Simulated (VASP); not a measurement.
Write the native input for VASP 6.6.1 that does the following.

```yaml
Task: single point
Functional: r2SCAN
Potentials_or_basis: VASP PAW PBE potentials, release 64 (Se, Sn_d)
Cutoff: 520 eV
k_mesh: 8 × 8 × 6
Occupations: fermi-dirac, width 0.1 eV
Spin: no spin polarisation
Dipole_correction: no
Further_INCAR_settings: ALGO = Normal; EDIFF = 1e-06; NBANDS = 35
```

The system is SnSe2.

```
Se Sn
1.0
     5.37512    0.00000    0.00000
    -2.68756    4.65499    0.00000
     0.00000    0.00000    5.59861
Se Sn
4 2
Direct
  0.33333 0.66667 0.75000
  0.66667 0.33333 0.25000
  0.00000 0.00000 0.00000
  0.00000 0.00000 0.50000
  0.33333 0.66667 0.25000
  0.66667 0.33333 0.75000
```

One way to write it, as run:

POSCAR

```
SnSe2
1.0
    5.3751155446      0.0000000000      0.0000000000
   -2.6875577723      4.6549866099      0.0000000000
    0.0000000000      0.0000000000      5.5986097774
Se Sn
4 2
Direct
    0.3333333333      0.6666666667      0.7500000000
    0.6666666667      0.3333333333      0.2500000000
    0.0000000000      0.0000000000      0.0000000000
    0.0000000000      0.0000000000      0.5000000000
    0.3333333333      0.6666666667      0.2500000000
    0.6666666667      0.3333333333      0.7500000000
```

INCAR.step1

```
  ALGO = Normal
  EDIFF = 1E-4
  ENCUT = 520
  GGA = PE
  ISMEAR = -1
  LASPH = T
  LCHARG = F
  LREAL = F
  LWAVE = T
  NBANDS = 35
  NELM = 60
  PREC = Accurate
  SIGMA = 0.1
```

INCAR.step2

```
  ALGO = Normal
  EDIFF = 1E-6
  ENCUT = 520
  ISIF = 2
  ISMEAR = -1
  ISTART = 1
  LASPH = T
  LCHARG = F
  LMIXTAU = T
  LREAL = F
  LWAVE = F
  METAGGA = R2SCAN
  NBANDS = 35
  NELM = 60
  PREC = Accurate
  SIGMA = 0.1
```

KPOINTS

```
k-points
0
Gamma
  8 8 6
```

Potentials or basis: VASP PAW PBE potentials, release 64 (Se, Sn_d).

Launch:

```console
$ cat potpaw_PBE.64/Se/POTCAR potpaw_PBE.64/Sn_d/POTCAR > POTCAR
$ cp INCAR.step1 INCAR
$ mpirun -np 1 vasp_std > vasp.out
$ cp INCAR.step2 INCAR
$ mpirun -np 1 vasp_std > vasp.out
```

Results of the run:

| Property | Result |
| --- | --- |
| Pressure | 0.0 GPa |
| Band gap on the k mesh | zero (band 26 reaches 6.15 eV, above the bottom of band 27 at 4.34 eV) |

Caveat: the PAW data sets were made with another functional, which shifts forces and pressure a little; spin-orbit coupling is left out, which moves the levels of the heavy elements.

It took 18 min on 1 thread of Oxide Virtual Turin-like Processor, with other jobs on the host, peak memory 0.34 GiB.
